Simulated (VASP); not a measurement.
# Pt (P2_1/m) in VASP: notebook, part 2 of 2

VASP 6.6.1. Earlier steps stand in the parts before.

## Step 4: Single point, LDA (atoms displaced along a vibrational mode)

File INCAR:

```
SYSTEM = Pt
PREC = Accurate
ENCUT = 520
EDIFF = 1E-6
ISMEAR = 0
SIGMA = 0.15
LREAL = .False.
LASPH = .True.
NELM = 100
ALGO = Fast
ISIF = 2
LWAVE = .False.
LCHARG = .False.
GGA = CA
NBANDS = 28
```

File KPOINTS:

```
Automatic mesh
0
Gamma
  18 18 6
  0 0 0
```

File POSCAR:

```
Pt
1.0
    2.7082945870      0.0000000000      0.0000000000
   -1.3541472935      2.3454519133      0.0000000000
    0.0000000000      0.0000000000      9.3530207388
Pt
4
Direct
    0.6393514011      0.3555039008      0.3750000000
    0.6393514011      0.3555039008      0.8750000000
    0.3606485989      0.6444960992      0.1250000000
    0.3606485989      0.6444960992      0.6250000000
```

Potentials or basis: VASP PAW LDA potentials, release 64 (Pt).

Run with:

```bash
> cat potpaw_LDA.64/Pt/POTCAR > POTCAR
> mpirun -np 1 vasp_std > vasp.out
```

OUTCAR:

```text
SYSTEM = Pt
   PREC = Accurate
   ENCUT = 520
   EDIFF = 1E-6
   ISMEAR = 0
   LREAL = .False.
   LASPH = .True.
   NELM = 100
   ISIF = 2
   GGA = CA

 ion  position               nearest neighbor table
   1  0.639  0.356  0.375-   3 2.69   4 2.69   3 2.88   4 2.88   3 2.89   4 2.89
   2  0.639  0.356  0.875-   3 2.69   4 2.69   3 2.88   4 2.88   3 2.89   4 2.89
   3  0.361  0.644  0.125-   1 2.69   2 2.69   1 2.88   2 2.88   1 2.89   2 2.89
   4  0.361  0.644  0.625-   1 2.69   2 2.69   1 2.88   2 2.88   1 2.89   2 2.89

  LATTYP: Found a hexagonal cell.
 ALAT       =     2.7082945870
 C/A-ratio  =     3.4534724486

  Lattice vectors:

 A1 = (   2.7082945870,   0.0000000000,   0.0000000000)
 A2 = (  -1.3541472935,   2.3454519133,   0.0000000000)
 A3 = (   0.0000000000,   0.0000000000,   9.3530207388)

Analysis of symmetry for initial positions (statically):
=====================================================================
 Subroutine PRICEL returns following result:

  LATTYP: Found a hexagonal cell.
 ALAT       =     2.7082945870
 C/A-ratio  =     1.7267362243

  Lattice vectors:

 A1 = (   2.7082945870,   0.0000000000,   0.0000000000)
 A2 = (  -1.3541472935,   2.3454519133,   0.0000000000)
 A3 = (   0.0000000000,   0.0000000000,   4.6765103694)

   2 primitive cells build up your supercell.

 Routine SETGRP: Setting up the symmetry group for a
 hexagonal supercell.

 Subroutine GETGRP returns: Found  4 space group operations
 (whereof  2 operations were pure point group operations)
 out of a pool of 24 trial point group operations.

The static configuration has the point symmetry S_2 .
 The point group associated with its full space group is C_2h.

Analysis of symmetry for dynamics (positions and initial velocities):
=====================================================================
 Subroutine PRICEL returns following result:

  LATTYP: Found a hexagonal cell.
 ALAT       =     2.7082945870
 C/A-ratio  =     1.7267362243

  Lattice vectors:

 A1 = (   2.7082945870,   0.0000000000,   0.0000000000)
 A2 = (  -1.3541472935,   2.3454519133,   0.0000000000)
 A3 = (   0.0000000000,   0.0000000000,   4.6765103694)

   2 primitive cells build up your supercell.

 Routine SETGRP: Setting up the symmetry group for a
 hexagonal supercell.

 Subroutine GETGRP returns: Found  4 space group operations
 (whereof  2 operations were pure point group operations)
 out of a pool of 24 trial point group operations.

The dynamic configuration has the point symmetry S_2 .
 The point group associated with its full space group is C_2h.

 Subroutine INISYM returns: Found  4 space group operations
 (whereof  2 operations are pure point group operations),
 and found     2 'primitive' translations

----------------------------------------------------------------------------------------

                                     Primitive cell

  volume of cell :      29.7060

  direct lattice vectors                    reciprocal lattice vectors
     2.708294587  0.000000000  0.000000000     0.369236052  0.213178534  0.000000000
[... 33 lines left out ...]
  Shift w.r.t. Gamma in fractional coordinates (k-lattice)
     0.000000000  0.000000000  0.000000000

 Subroutine IBZKPT returns following result:
 ===========================================

 Found    656 irreducible k-points:

 Following reciprocal coordinates:
            Coordinates               Weight
  0.000000  0.000000  0.000000      1.000000
  0.055556  0.000000  0.000000      2.000000
  0.000000  0.055556  0.000000      2.000000
 -0.055556  0.055556  0.000000      2.000000
  0.111111  0.000000  0.000000      2.000000
  0.000000  0.111111  0.000000      2.000000
[... 16 lines left out ...]
  0.444444 -0.000000  0.000000      2.000000
  0.000000  0.444444  0.000000      2.000000
 [... further k-points ...]
   k-points           NKPTS =    656   k-points in BZ     NKDIM =    656   number of bands    NBANDS=     28
   number of dos      NEDOS =    301   number of ions     NIONS =      4
   total plane-waves  NPLWV =  28000
   dimension x,y,z NGX =    20 NGY =   20 NGZ =   70
   dimension x,y,z NGXF=    40 NGYF=   40 NGZF=  140
   ions per type =               4
   NGX,Y,Z   is equivalent  to a cutoff of  12.28, 12.28, 12.44 a.u.
   NGXF,Y,Z  is equivalent  to a cutoff of  24.55, 24.55, 24.88 a.u.
 SYSTEM =  Pt
   PREC   = accura    normal or accurate (medium, high low for compatibility)
   ISTART =      0    job   : 0-new  1-cont  2-samecut
   ICHARG =      2    charge: 1-file 2-atom 10-const
   ISPIN  =      1    spin polarized calculation?
   LNONCOLLINEAR =      F non collinear calculations
   LSORBIT =      F    spin-orbit coupling
   LASPH  =      T    aspherical Exc in radial PAW
   ENCUT  =  520.0 eV  38.22 Ry    6.18 a.u.   5.04  5.04 17.39*2*pi/ulx,y,z
   NELM   =    100;   NELMIN=  2; NELMDL= -5     # of ELM steps
   EDIFF  = 0.1E-05   stopping-criterion for ELM
   LREAL  =      F    real-space projection
   EDIFFG = 0.1E-04   stopping-criterion for IOM
   NSW    =      0    number of steps for IOM
   IBRION =     -1    ionic relax: 0-MD 1-quasi-New 2-CG
   NFREE  =      0    steps in history (QN), initial steepest desc. (CG)
   ISIF   =      2    stress and relaxation
   ISYM   =      2    0-nonsym 1-usesym 2-fastsym
   POTIM  = 0.5000    time-step for ionic-motion
   TEBEG  =    0.0;   TEEND  =   0.0 temperature during run
   PSTRESS=    0.0 pullay stress
   NELECT =      40.0000    total number of electrons
   NUPDOWN=      -1.0000    fix difference up-down
   EMIN   =  10.00;   EMAX   =-10.00  energy-range for DOS
   EFERMI =   0.00;   METHOD = LEGACY
   ISMEAR =     0;   SIGMA  =   0.15  broadening in eV -4-tet -1-fermi 0-gaus
   EFERMI_NEDOS =   21; number of points for ismear=-14 and -15
   IALGO  =     68    algorithm
   IMIX   =      4    mixing-type and parameters
     AMIX     =   0.40;   BMIX     =  1.00
     AMIX_MAG =   1.60;   BMIX_MAG =  1.00
  volume/ion in A,a.u.               =      14.85       100.23
  Fermi-wavevector in a.u.,A,eV,Ry     =   1.434840  2.711454 28.011198  2.058765
  Thomas-Fermi vector in A             =   2.554204
   LORBIT       =      0    0 simple, 1 ext, 2 COOP (PROOUT), +10 PAW based schemes
   GGA     = CA    functional components
   LHFCALC =     F    Hartree Fock is set to
   AEXX    =    0.0000 exact exchange contribution
   IVDW    =     0    specifies the selected vdW correction
   LEPSILON=     F    determine dielectric tensor
   LRPA    =     F    only Hartree local field effects (RPA)
 non-spin polarized calculation
 RMM-DIIS sequential band-by-band and
 Gauss-broadening in eV      SIGMA  =   0.15
  energy-cutoff  :      520.00
  volume of cell :       59.41
 maximum number of plane-waves:      1629
   NGX = 11   NGY = 11   NGZ = 35

 number of electron      40.0000002 magnetization

 Free energy of the ion-electron system (eV)
  ---------------------------------------------------
  ext. energy  EPLUGINS =         0.00000000
  ---------------------------------------------------
  free energy    TOTEN  =       -29.77455460 eV

  energy without entropy =      -29.70918980  energy(sigma->0) =      -29.74187220

 E-fermi :  11.4112     XC(G=0): -13.7690

 val. band max:       11.4101521454   @ k =  -0.0556   0.3333   0.0000
 cond. band min:      11.4113996680   @ k =   0.0556   0.0556   0.5000
 fundamental gap:      0.0012475226
 Fermi energy:        11.4111533862

 k-point     1 :       0.0000    0.0000    0.0000
  band No.  band energies     occupation
      1       1.0224      2.00000
      2       2.8583      2.00000
      3       2.8583      2.00000
      4       3.7411      2.00000
      5       6.8690      2.00000
      6       6.9602      2.00000
[... 733 lines left out ...]
     27      18.8364      0.00000
     28      19.6178      0.00000

 [... further k-points ...]

------------------------ aborting loop because EDIFF is reached ----------------------------------------

  FORCE on cell =-STRESS in cart. coord.  units (eV):
  Direction    XX          YY          ZZ          XY          YZ          ZX
  --------------------------------------------------------------------------------------
  -------------------------------------------------------------------------------------
  Total        0.7526698      0.1468483      1.2433485     -0.5039109      0.0000000      0.0000000
  in kB       20.2974155      3.9600914     33.5296579    -13.5890791      0.0000000      0.0000000
  external PRESSURE =      19.2623883 kB  Pullay stress =       0.0000000 kB

 VOLUME and BASIS-vectors are now :
 -----------------------------------------------------------------------------
  energy-cutoff  :      520.00
  volume of cell :       59.41
      direct lattice vectors                 reciprocal lattice vectors
     2.708294587  0.000000000  0.000000000     0.369236052  0.213178534  0.000000000
    -1.354147294  2.345451913  0.000000000     0.000000000  0.426357068  0.000000000
     0.000000000  0.000000000  9.353020739     0.000000000  0.000000000  0.106917329

 POSITION                                       TOTAL-FORCE (eV/Angst)
 -----------------------------------------------------------------------------------
      1.25015      0.83382      3.50738         0.141180     -0.103657     -0.000000
      1.25015      0.83382      8.18389         0.141180     -0.103657      0.000000
      0.10400      1.51163      1.16913        -0.141180      0.103657     -0.000000
      0.10400      1.51163      5.84564        -0.141180      0.103657      0.000000
 -----------------------------------------------------------------------------------
    total drift:                               -0.000000      0.000000     -0.000000

  FREE ENERGIE OF THE ION-ELECTRON SYSTEM (eV)
  ---------------------------------------------------
  free  energy   TOTEN  =       -29.7745546001 eV

  energy  without entropy=      -29.7091897997  energy(sigma->0) =      -29.74187220
```

Run time: 6.4 min. Hardware: 1 thread of AMD EPYC 9R45 (Zen 5), shared host; peak memory 0.76 GiB.

What came out:

| Item | Value |
| --- | --- |
| Free energy | -29.7746 eV |
| Pressure | 1.9 GPa |
| Largest force | 0.175 eV/Å |
| Band gap on the k mesh | zero (bands 20 and 21 overlap by 1.44 eV) |

Forces on the atoms (eV/Å):
```
Pt   0.141 -0.104  0.000
Pt   0.141 -0.104  0.000
Pt  -0.141  0.104  0.000
Pt  -0.141  0.104  0.000
```

Levels at points of the mesh, in eV from the Fermi level:
```csv
k point,band 18,band 19,band 20,band 21,band 22,band 23
"(0.00, 0.00, 0.00)",-1.04,-1.04,-0.95,-0.77,-0.75,-0.75
"(0.50, 0.00, 0.00)",0.45,0.45,0.46,2.06,2.09,2.09
"(0.00, 0.50, 0.00)",0.45,0.45,0.48,2.01,2.01,2.12
"(0.50, 0.50, 0.00)",0.43,0.43,0.64,0.98,0.98,2.94
"(0.00, 0.00, 0.50)",-1.93,-1.18,-1.18,-0.68,-0.68,-0.21
"(0.50, 0.00, 0.50)",0.42,0.46,0.46,0.98,0.98,3.71
"(0.00, 0.50, 0.50)",0.41,0.47,0.47,1.05,1.05,3.65
"(0.50, 0.50, 0.50)",0.29,0.58,0.58,2.05,2.05,2.83
```

Caveat: the cell differs from its parent crystal (atoms displaced along a vibrational mode); spin-orbit coupling is left out, which moves the levels of the heavy elements.

## Step 5: Summary

| cell | gap on the mesh (eV) | pressure (GPa) | largest force (eV/Å) |
| --- | --- | --- | --- |
| as given, atomic positions A | none | 2.7 | 0.34 |
| as given, atomic positions B | none | 1.4 | 0.21 |
| as given, atomic positions C | none | 1.9 | 0.18 |

Alike in all rows: task single point; level LDA; potentials or basis VASP PAW LDA potentials, release 64 (Pt); no spin polarisation; k mesh 18 × 18 × 6; cutoff (eV) 520; smearing gaussian 0.15 eV.

Caveats: spin-orbit coupling is left out, which moves the levels of the heavy elements.

Total energies depend on the potentials used, so only differences within one code and one set of settings carry meaning.
